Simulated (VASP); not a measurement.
# Nb in VASP: a series of runs

The runs below take Nb through single point, with LDA.

Everything below comes from runs of VASP 6.6.1. Logs are shortened: lines on timing, memory, paths and dates and some standing lists are left out, and cuts for length are marked.

**1. The cell of the first run**

The cell holds a slab with vacuum, 5 atoms: a = 4.595 Å, b = 4.595 Å, c = 19.752 Å, α = 90.00°, β = 90.00°, γ = 120.00°.

**2. Single point, LDA**

The input, INCAR:

```
SYSTEM = Nb
ALGO     = Normal         ! electronic algorithm
DIPOL    = 0.5 0.5 0.500
EDIFF    = 1E-6           ! SCF threshold, eV
ENCUT    = 520            ! plane-wave cutoff, eV
GGA      = CA             ! functional
IDIPOL   = 3            
ISIF     = 2              ! what is computed and relaxed
ISMEAR   = -1             ! smearing method
LASPH    = .True.         ! aspherical terms in the spheres
LCHARG   = .False.        ! write CHGCAR
LDIPOL   = .True.       
LREAL    = .False.        ! projectors in reciprocal space
LWAVE    = .False.        ! write WAVECAR
NBANDS   = 40             ! bands
NELM     = 100            ! most SCF steps
PREC     = Accurate       ! precision mode
SIGMA    = 0.1            ! smearing width, eV
```

The input, KPOINTS:

```
k-points
0
Gamma
  8 8 1
  0 0 0
```

The input, POSCAR:

```
Nb
1.0
    4.5946883331      0.0000000000      0.0000000000
   -2.2973441665      3.9791168189      0.0000000000
    0.0000000000      0.0000000000     19.7515000000
Nb
5
Direct
    0.8333333333      0.1666666667      0.4170253679
    0.1666666667      0.8333333333      0.4565698658
    0.5000000000      0.5000000000      0.4999999902
    0.8333333333      0.1666666667      0.5434301367
    0.1666666667      0.8333333333      0.5829746395
```

Potentials or basis: VASP PAW LDA potentials, release 64 (Nb_sv).

Started as:

```sh
> cat potpaw_LDA.64/Nb_sv/POTCAR > POTCAR
> mpirun -np 1 vasp_std > vasp.out
```

OUTCAR:

```text
SYSTEM = Nb
   EDIFF = 1E-6
   ENCUT = 520
   GGA = CA
   ISIF = 2
   ISMEAR = -1
   LASPH = .True.
   LREAL = .False.
   NELM = 100
   PREC = Accurate

 ion  position               nearest neighbor table
   1  0.833  0.167  0.417-   4 2.50   2 2.77   2 2.77   2 2.77
   2  0.167  0.833  0.457-   5 2.50   1 2.77   1 2.77   1 2.77   3 2.79   3 2.79   3 2.79
   3  0.500  0.500  0.500-   2 2.79   2 2.79   2 2.79   4 2.79   4 2.79   4 2.79
   4  0.833  0.167  0.543-   1 2.50   5 2.77   5 2.77   5 2.77   3 2.79   3 2.79   3 2.79
   5  0.167  0.833  0.583-   2 2.50   4 2.77   4 2.77   4 2.77

  LATTYP: Found a hexagonal cell.
 ALAT       =     4.5946883331
 C/A-ratio  =     4.2987681793

  Lattice vectors:

 A1 = (   4.5946883331,   0.0000000000,   0.0000000000)
 A2 = (  -2.2973441665,   3.9791168189,   0.0000000000)
 A3 = (   0.0000000000,   0.0000000000,  19.7515000000)

Analysis of symmetry for initial positions (statically):
=====================================================================
 Subroutine PRICEL returns:
 Original cell was already a primitive cell.

 Routine SETGRP: Setting up the symmetry group for a
 hexagonal supercell.

 Subroutine GETGRP returns: Found 12 space group operations
 (whereof  4 operations were pure point group operations)
 out of a pool of 24 trial point group operations.

The static configuration has the point symmetry C_2h.
 The point group associated with its full space group is D_3d.

Analysis of symmetry for dynamics (positions and initial velocities):
=====================================================================
 Subroutine PRICEL returns:
 Original cell was already a primitive cell.

 Routine SETGRP: Setting up the symmetry group for a
 hexagonal supercell.

 Subroutine GETGRP returns: Found 12 space group operations
 (whereof  4 operations were pure point group operations)
 out of a pool of 24 trial point group operations.

The dynamic configuration has the point symmetry C_2h.
 The point group associated with its full space group is D_3d.

 Subroutine INISYM returns: Found 12 space group operations
 (whereof  4 operations are pure point group operations),
 and found     1 'primitive' translations

----------------------------------------------------------------------------------------

                                     Primitive cell

  volume of cell :     361.1128

  direct lattice vectors                    reciprocal lattice vectors
     4.594688333  0.000000000  0.000000000     0.217642618  0.125656024  0.000000000
    -2.297344166  3.979116819  0.000000000     0.000000000  0.251312049  0.000000000
     0.000000000  0.000000000 19.751500000     0.000000000  0.000000000  0.050629066

  length of vectors
     4.594688333  4.594688333 19.751500000     0.251312049  0.251312049  0.050629066

  position of ions in fractional coordinates (direct lattice)
     0.833333333  0.166666667  0.417025368
     0.166666667  0.833333333  0.456569866
     0.500000000  0.500000000  0.499999990
     0.833333333  0.166666667  0.543430137
     0.166666667  0.833333333  0.582974640

  ion indices of the primitive-cell ions
   primitive index   ion index
                 1           1
                 2           2
                 3           3
                 4           4
                 5           5

----------------------------------------------------------------------------------------

 KPOINTS: k-points

Automatic generation of k-mesh.
 Grid dimensions read from file:
 generate k-points for:    8    8    1

 Generating k-lattice:

  Cartesian coordinates                     Fractional coordinates (reciprocal lattice)
     0.027205327  0.015707003  0.000000000     0.125000000  0.000000000  0.000000000
     0.000000000  0.031414006  0.000000000     0.000000000  0.125000000  0.000000000
     0.000000000  0.000000000  0.050629066     0.000000000  0.000000000  1.000000000

  Length of vectors
     0.031414006  0.031414006  0.050629066

  Shift w.r.t. Gamma in fractional coordinates (k-lattice)
     0.000000000  0.000000000  0.000000000

 Subroutine IBZKPT returns following result:
 ===========================================

 Found     10 irreducible k-points:

 Following reciprocal coordinates:
            Coordinates               Weight
  0.000000  0.000000  0.000000      1.000000
  0.125000 -0.000000  0.000000      6.000000
  0.250000 -0.000000  0.000000      6.000000
  0.375000  0.000000  0.000000      6.000000
  0.500000 -0.000000  0.000000      3.000000
  0.125000  0.125000  0.000000      6.000000
  0.250000  0.125000  0.000000     12.000000
  0.375000  0.125000  0.000000     12.000000
  0.250000  0.250000  0.000000      6.000000
  0.375000  0.250000  0.000000      6.000000
   k-points           NKPTS =     10   k-points in BZ     NKDIM =     10   number of bands    NBANDS=     40
   number of dos      NEDOS =    301   number of ions     NIONS =      5
   total plane-waves  NPLWV = 194400
   dimension x,y,z NGX =    36 NGY =   36 NGZ =  150
   dimension x,y,z NGXF=    72 NGYF=   72 NGZF=  300
   ions per type =               5
   NGX,Y,Z   is equivalent  to a cutoff of  13.03, 13.03, 12.63 a.u.
   NGXF,Y,Z  is equivalent  to a cutoff of  26.05, 26.05, 25.25 a.u.
 SYSTEM =  Nb
   PREC   = accura    normal or accurate (medium, high low for compatibility)
   ISTART =      0    job   : 0-new  1-cont  2-samecut
   ICHARG =      2    charge: 1-file 2-atom 10-const
   ISPIN  =      1    spin polarized calculation?
   LNONCOLLINEAR =      F non collinear calculations
   LSORBIT =      F    spin-orbit coupling
   LASPH  =      T    aspherical Exc in radial PAW
   ENCUT  =  520.0 eV  38.22 Ry    6.18 a.u.   8.54  8.54 36.72*2*pi/ulx,y,z
   NELM   =    100;   NELMIN=  2; NELMDL= -5     # of ELM steps
   EDIFF  = 0.1E-05   stopping-criterion for ELM
   LREAL  =      F    real-space projection
   EDIFFG = 0.1E-04   stopping-criterion for IOM
   NSW    =      0    number of steps for IOM
   IBRION =     -1    ionic relax: 0-MD 1-quasi-New 2-CG
   NFREE  =      0    steps in history (QN), initial steepest desc. (CG)
   ISIF   =      2    stress and relaxation
   ISYM   =      2    0-nonsym 1-usesym 2-fastsym
   POTIM  = 0.5000    time-step for ionic-motion
   TEBEG  =    0.0;   TEEND  =   0.0 temperature during run
   PSTRESS=    0.0 pullay stress
   NELECT =      65.0000    total number of electrons
   NUPDOWN=      -1.0000    fix difference up-down
   EMIN   =  10.00;   EMAX   =-10.00  energy-range for DOS
   EFERMI =   0.00;   METHOD = LEGACY
   ISMEAR =    -1;   SIGMA  =   0.10  broadening in eV -4-tet -1-fermi 0-gaus
   EFERMI_NEDOS =   21; number of points for ismear=-14 and -15
   IALGO  =     38    algorithm
   IMIX   =      4    mixing-type and parameters
     AMIX     =   0.40;   BMIX     =  1.00
     AMIX_MAG =   1.60;   BMIX_MAG =  1.00
  volume/ion in A,a.u.               =      72.22       487.38
  Fermi-wavevector in a.u.,A,eV,Ry     =   0.924340  1.746749 11.624874  0.854404
  Thomas-Fermi vector in A             =   2.050075
   LORBIT       =      0    0 simple, 1 ext, 2 COOP (PROOUT), +10 PAW based schemes
   GGA     = CA    functional components
   LHFCALC =     F    Hartree Fock is set to
   AEXX    =    0.0000 exact exchange contribution
   IVDW    =     0    specifies the selected vdW correction
   LEPSILON=     F    determine dielectric tensor
   LRPA    =     F    only Hartree local field effects (RPA)
 non-spin polarized calculation
  energy-cutoff  :      520.00
  volume of cell :      361.11
 maximum number of plane-waves:      9775
 NGX is ok and might be reduce to    36
   NGX = 17   NGY = 17   NGZ = 73

 number of electron      65.0000011 magnetization

 dipolmoment           0.000000      0.000000      0.000003 electrons x Angstroem

 Free energy of the ion-electron system (eV)
  ---------------------------------------------------
  ext. energy  EPLUGINS =         0.00000000
  ---------------------------------------------------
  free energy    TOTEN  =       -50.08681607 eV

  energy without entropy =      -49.92759561  energy(sigma->0) =      -50.00720584

 E-fermi :  -0.1202     XC(G=0):  -4.2245

 val. band max:       -0.1619248685   @ k =   0.3750   0.2500   0.0000
 cond. band min:      -0.1026476074   @ k =   0.2500   0.2500   0.0000
 fundamental gap:      0.0592772611
 Fermi energy:        -0.1202135022

 k-point     1 :       0.0000    0.0000    0.0000
  band No.  band energies     occupation
      1     -54.4584      2.00000
      2     -54.3085      2.00000
      3     -54.2540      2.00000
      4     -53.7847      2.00000
      5     -53.7180      2.00000
      6     -31.1488      2.00000
[... 32 lines left out ...]
     39       2.3678      0.00000
     40       2.3693      0.00000

 k-point     2 :       0.1250   -0.0000    0.0000
  band No.  band energies     occupation
      1     -54.4473      2.00000
      2     -54.3084      2.00000
      3     -54.2568      2.00000
      4     -53.7867      2.00000
      5     -53.7252      2.00000
      6     -31.1760      2.00000
[... 32 lines left out ...]
     39       2.2453      0.00000
     40       2.2827      0.00000

 k-point     3 :       0.2500   -0.0000    0.0000
  band No.  band energies     occupation
      1     -54.4173      2.00000
      2     -54.3095      2.00000
      3     -54.2649      2.00000
      4     -53.7910      2.00000
      5     -53.7440      2.00000
      6     -31.2453      2.00000
[... 251 lines left out ...]
  band No.  band energies     occupation
      1     -54.3604      2.00000
      2     -54.3178      2.00000
      3     -54.2813      2.00000
      4     -53.7942      2.00000
      5     -53.7762      2.00000
      6     -31.3018      2.00000
[... 32 lines left out ...]
     39       1.7361      0.00000
     40       1.9453      0.00000

 k-point    10 :       0.3750    0.2500    0.0000
  band No.  band energies     occupation
      1     -54.3380      2.00000
      2     -54.3274      2.00000
      3     -54.2869      2.00000
      4     -53.7916      2.00000
      5     -53.7867      2.00000
      6     -31.2969      2.00000
[... 32 lines left out ...]
     39       1.6931      0.00000
     40       1.9620      0.00000

------------------------ aborting loop because EDIFF is reached ----------------------------------------

 vacuum level on the upper side and lower side of the slab       (xc-potential included)        -0.173        -0.173

  FORCE on cell =-STRESS in cart. coord.  units (eV):
  Direction    XX          YY          ZZ          XY          YZ          ZX
  --------------------------------------------------------------------------------------
  -------------------------------------------------------------------------------------
  Total       -4.3631651     -4.3631651     -0.0116103     -0.0000000     -0.0000000      0.0000000
  in kB      -19.3583974    -19.3583974     -0.0515121     -0.0000000     -0.0000000      0.0000000
  external PRESSURE =     -12.9227690 kB  Pullay stress =       0.0000000 kB

 VOLUME and BASIS-vectors are now :
 -----------------------------------------------------------------------------
  energy-cutoff  :      520.00
  volume of cell :      361.11
      direct lattice vectors                 reciprocal lattice vectors
     4.594688333  0.000000000  0.000000000     0.217642618  0.125656024  0.000000000
    -2.297344166  3.979116819  0.000000000     0.000000000  0.251312049  0.000000000
     0.000000000  0.000000000 19.751500000     0.000000000  0.000000000  0.050629066

 POSITION                                       TOTAL-FORCE (eV/Angst)
 -----------------------------------------------------------------------------------
      3.44602      0.66319      8.23688         0.000000     -0.000000     -0.013902
     -1.14867      3.31593      9.01794        -0.000000      0.000000     -0.009320
      1.14867      1.98956      9.87575         0.000000      0.000000     -0.000000
      3.44602      0.66319     10.73356         0.000000     -0.000000      0.009320
     -1.14867      3.31593     11.51462        -0.000000     -0.000000      0.013902
 -----------------------------------------------------------------------------------
    total drift:                                0.000002     -0.000001      0.000917

  FREE ENERGIE OF THE ION-ELECTRON SYSTEM (eV)
  ---------------------------------------------------
  free  energy   TOTEN  =       -50.0868160695 eV

  energy  without entropy=      -49.9275956117  energy(sigma->0) =      -50.00720584

 vacuum level on the upper side and lower side of the slab         3.724         3.724
```

It took 3.4 min on 1 thread of Intel Xeon Platinum 8488C (Sapphire Rapids), shared host; peak memory 0.38 GiB.

Results:

```yaml
Free_energy: -50.0868 eV
Largest_force: 0.014 eV/Å
```

Forces on the atoms (eV/Å):
```
Nb   0.000  0.000 -0.014
Nb   0.000  0.000 -0.009
Nb   0.000  0.000  0.000
Nb   0.000  0.000  0.009
Nb   0.000  0.000  0.014
```

Levels at points of the mesh, in eV from the Fermi level:
| k point | band 29 | band 30 | band 31 | band 32 | band 33 | band 34 | band 35 | band 36 |
| --- | --- | --- | --- | --- | --- | --- | --- | --- |
| (0.00, 0.00, 0.00) | -1.02 | -0.94 | -0.59 | -0.57 | -0.57 | 0.07 | 0.07 | 0.84 |
| (0.50, 0.00, 0.00) | -1.08 | -1.03 | -1.01 | -0.84 | -0.64 | 0.51 | 0.57 | 1.22 |

**3. Single point, LDA**

The input, INCAR:

```
PREC = Accurate ; ENCUT = 520
EDIFF = 1E-7 ; ISMEAR = -1
SIGMA = 0.1 ; LREAL = False
LASPH = True ; NELM = 80
ALGO = Normal ; ISIF = 2
LWAVE = False ; LCHARG = True
LDIPOL = True ; IDIPOL = 3
DIPOL = 0.5 0.5 0.500 ; LELF = True
LVHAR = True ; LVACPOTAV = True
NBANDS = 40
```

The input, KPOINTS:

```
Automatic mesh
0
Gamma
  8 8 1
```

POSCAR is that of step 2.

Potentials or basis: VASP PAW LDA potentials, release 64 (Nb_sv).

Started as:

```sh
> cat potpaw_LDA.64/Nb_sv/POTCAR > POTCAR
> mpirun -np 1 vasp_std > vasp.out
```

Wall time 3.7 min (1 thread of Intel Xeon Platinum 8488C (Sapphire Rapids), shared host); peak memory 0.38 GiB.

The run converged. Its results:

```yaml
Free_energy: -50.0868 eV
Largest_force: 0.014 eV/Å
```

Forces in eV/Å, atoms in the order of the input:
```
Nb   0.000  0.000 -0.014
Nb   0.000  0.000 -0.009
Nb   0.000  0.000  0.000
Nb   0.000  0.000  0.009
Nb   0.000  0.000  0.014
```

Levels at points of the mesh, in eV from the Fermi level:
| k point | band 30 | band 31 | band 32 | band 33 | band 34 | band 35 |
| --- | --- | --- | --- | --- | --- | --- |
| (0.00, 0.00, 0.00) | -0.94 | -0.59 | -0.57 | -0.57 | 0.07 | 0.07 |
| (0.50, 0.00, 0.00) | -1.03 | -1.01 | -0.84 | -0.64 | 0.51 | 0.57 |

**4. Single point, LDA**

The input, INCAR:

```
SYSTEM = Nb
PREC = Accurate
ENCUT = 520
EDIFF = 1E-7
ISMEAR = -1
SIGMA = 0.1
LREAL = .FALSE.
LASPH = .TRUE.
NELM = 100
ALGO = Normal
ISIF = 2
LWAVE = .FALSE.
LCHARG = .FALSE.
LDIPOL = .TRUE.
IDIPOL = 3
DIPOL = 0.5 0.5 0.500
NBANDS = 40
```

The input, KPOINTS:

```
Automatic mesh
0
G
  8 8 1
  0 0 0
```

POSCAR is that of step 3.

Potentials or basis: VASP PAW LDA potentials, release 64 (Nb_sv).

Started as:

```sh
> cat potpaw_LDA.64/Nb_sv/POTCAR > POTCAR
> mpirun -np 1 vasp_std > vasp.out
```

OUTCAR:

```text
SYSTEM = Nb
   PREC = Accurate
   ENCUT = 520
   EDIFF = 1E-7
   ISMEAR = -1
   LREAL = .FALSE.
   LASPH = .TRUE.
   NELM = 100
   ISIF = 2

 ion  position               nearest neighbor table
   1  0.833  0.167  0.417-   4 2.50   2 2.77   2 2.77   2 2.77
   2  0.167  0.833  0.457-   5 2.50   1 2.77   1 2.77   1 2.77   3 2.79   3 2.79   3 2.79
   3  0.500  0.500  0.500-   2 2.79   2 2.79   2 2.79   4 2.79   4 2.79   4 2.79
   4  0.833  0.167  0.543-   1 2.50   5 2.77   5 2.77   5 2.77   3 2.79   3 2.79   3 2.79
   5  0.167  0.833  0.583-   2 2.50   4 2.77   4 2.77   4 2.77

  LATTYP: Found a hexagonal cell.
 ALAT       =     4.5946883331
 C/A-ratio  =     4.2987681793

[... 620 lines left out ...]
  Total       -4.3622107     -4.3622107     -0.0106345     -0.0000000      0.0000000      0.0000000
  in kB      -19.3541627    -19.3541627     -0.0471829     -0.0000000      0.0000000      0.0000000
  external PRESSURE =     -12.9185027 kB  Pullay stress =       0.0000000 kB

 VOLUME and BASIS-vectors are now :
 -----------------------------------------------------------------------------
  energy-cutoff  :      520.00
  volume of cell :      361.11
      direct lattice vectors                 reciprocal lattice vectors
     4.594688333  0.000000000  0.000000000     0.217642618  0.125656024  0.000000000
    -2.297344166  3.979116819  0.000000000     0.000000000  0.251312049  0.000000000
     0.000000000  0.000000000 19.751500000     0.000000000  0.000000000  0.050629066

 POSITION                                       TOTAL-FORCE (eV/Angst)
 -----------------------------------------------------------------------------------
      3.44602      0.66319      8.23688        -0.000000      0.000000     -0.013885
     -1.14867      3.31593      9.01794        -0.000000      0.000000     -0.009270
      1.14867      1.98956      9.87575         0.000000     -0.000000      0.000000
      3.44602      0.66319     10.73356         0.000000     -0.000000      0.009270
     -1.14867      3.31593     11.51462        -0.000000     -0.000000      0.013885
 -----------------------------------------------------------------------------------
    total drift:                                0.000002     -0.000001      0.000917

  FREE ENERGIE OF THE ION-ELECTRON SYSTEM (eV)
  ---------------------------------------------------
  free  energy   TOTEN  =       -50.0868171234 eV

  energy  without entropy=      -49.9275967255  energy(sigma->0) =      -50.00720692

 vacuum level on the upper side and lower side of the slab         3.784         3.784
```

OSZICAR:

```text
N       E                     dE             d eps       ncg     rms          rms(c)
DAV:   1     0.701058877659E+03    0.70106E+03   -0.35092E+04  1064   0.139E+03
DAV:   2     0.237364147289E+02   -0.67732E+03   -0.65502E+03  1104   0.602E+02
DAV:   3    -0.481815679747E+02   -0.71918E+02   -0.69983E+02  1344   0.130E+02
DAV:   4    -0.555951114556E+02   -0.74135E+01   -0.72878E+01  1480   0.397E+01
[... 18 lines left out ...]
DAV:  23    -0.500868135062E+02   -0.15356E-04   -0.14839E-06   928   0.279E-03    0.633E-04
DAV:  24    -0.500868155067E+02   -0.20005E-05   -0.13056E-07   736   0.147E-03    0.290E-04
DAV:  25    -0.500868168348E+02   -0.13280E-05   -0.93210E-08   720   0.121E-03    0.198E-04
DAV:  26    -0.500868171047E+02   -0.26992E-06   -0.22467E-08   656   0.102E-03    0.111E-04
DAV:  27    -0.500868171234E+02   -0.18687E-07   -0.11684E-08   640   0.802E-04
   1 F= -.50086817E+02 E0= -.50007207E+02  d E =-.159220E+00
```

It took 3.4 min on 1 thread of Intel Xeon Platinum 8488C (Sapphire Rapids), shared host; peak memory 0.38 GiB.

Results:

```
Free energy   : -50.0868 eV
Largest force : 0.014 eV/Å
```

Forces on the atoms (eV/Å):
```
Nb   0.000  0.000 -0.014
Nb   0.000  0.000 -0.009
Nb   0.000  0.000  0.000
Nb   0.000  0.000  0.009
Nb   0.000  0.000  0.014
```

[end of part 1 of 2]
